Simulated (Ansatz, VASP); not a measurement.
# Fe in VASP and in Ansatz

```
CELL_PARAMETERS angstrom
-1.28246 1.28246 1.86341
1.28246 -1.28246 1.86341
1.28246 1.28246 -1.86341
ATOMIC_POSITIONS crystal
Fe 0.00000 0.00000 0.00000
```

Alike in both runs: task single point; functional PBE; k mesh 12 × 12 × 12; occupations gaussian, width 0.15 eV; collinear spin.

```csv
,VASP,Ansatz
version,VASP 6.6.1,Ansatz 0.2.0
potentials or method,"VASP PAW PBE potentials, release 64 (Fe), cutoff 520 eV","scalar-relativistic, plane waves, PAW"
valence electrons in the cell,8,16
```

Ansatz gave:

| Quantity | Value |
| --- | --- |
| gap on the k mesh at the Fermi level (eV) | none |
| pressure (GPa) | -3.2 |
| traceless stress, the component that is largest in VASP (GPa) | 2.91 |
| net moment per atom (μB) | 2.60 |
| size of the moment on the site where the two differ most (μB) | 2.64 |

Problem. What did VASP give for the same quantities?

Solution. gap on the k mesh at the Fermi level (eV): none; pressure (GPa): -3.2; traceless stress, the component that is largest in VASP (GPa): 2.88; net moment per atom (μB): 2.60; size of the moment on the site where the two differ most (μB): 2.60.

Site moments also hang on the region over which each program counts them. A gap of «none» marks a metal or a gap that the smearing closes. VASP's potentials hold 8 valence electrons a cell and Ansatz's 16, so a difference there can come from the potentials and not from the codes.
